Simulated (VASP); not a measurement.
**Ta: relaxation of cell and atoms with PBE**

Crystal: Ta.

```
CELL_PARAMETERS angstrom
-1.65128 1.65128 1.65128
1.65128 -1.65128 1.65128
1.65128 1.65128 -1.65128
ATOMIC_POSITIONS crystal
Ta 0.00000 0.00000 0.00000
```

```
Program                : VASP 6.6.1
Task                   : relaxation of cell and atoms
Functional             : PBE
Potentials or basis    : VASP PAW PBE potentials, release 64 (Ta_pv)
Cutoff                 : 600 eV
k mesh                 : 8 × 8 × 8
Occupations            : gaussian, width 0.1 eV
Spin                   : no spin polarisation
Target pressure        : 10.6 GPa
Dipole correction      : no
Further INCAR settings : ALGO = Normal; EDIFF = 1e-06; IBRION = 2; EDIFFG = -0.05; NSW = 80; ISIF = 3
```

```
Relaxed volume                                         : 17.29 Å³/atom
Relaxed cell                                           : a = 2.821 Å, b = 2.821 Å, c = 2.821 Å, α = 109.47°, β = 109.47°, γ = 109.47°
Space group after relaxing (to 0.05 Å)                 : Im-3m (No. 229)
Energy change on relaxing (the enthalpy is what falls) : +25.5 meV/atom
Ionic steps                                            : 4
Pressure after relaxing                                : 10.5 GPa
```

Step by step:
| step | energy change (eV) | largest force (eV/Å) | pressure (GPa) | volume (Å³) |
| --- | --- | --- | --- | --- |
| 1 | 0.0000 | 0.0000 | 1.15 | 18.01 |
| 2 | 0.3495 | 0.0000 | 47.08 | 15.38 |
| 3 | 0.0234 | 0.0000 | 10.07 | 17.32 |
| 4 | 0.0255 | 0.0000 | 10.54 | 17.29 |

Final structure:
```
CELL_PARAMETERS angstrom
-1.62889 1.62889 1.62889
1.62889 -1.62889 1.62889
1.62889 1.62889 -1.62889
ATOMIC_POSITIONS crystal
Ta 0.00000 0.00000 0.00000
```

Levels at points of the mesh, in eV from the Fermi level:
```
           k point  band 3  band 4  band 5  band 6  band 7  band 8
(0.00, 0.00, 0.00)  -32.87   -8.05    0.76    0.76    0.76    4.18
(0.50, 0.00, 0.00)  -32.88   -4.54   -1.64    1.80    4.09    5.17
(0.50, 0.50, 0.50)  -33.80   -4.03   -4.03    7.21    7.21    7.21
```

It took 18 s on 1 thread of Intel Xeon 6975P-C, with other jobs on the host, peak memory 0.15 GiB.

Caveat: the cell is relaxed towards a set pressure, so the enthalpy falls and the energy may rise; spin-orbit coupling is left out, which moves the levels of the heavy elements.
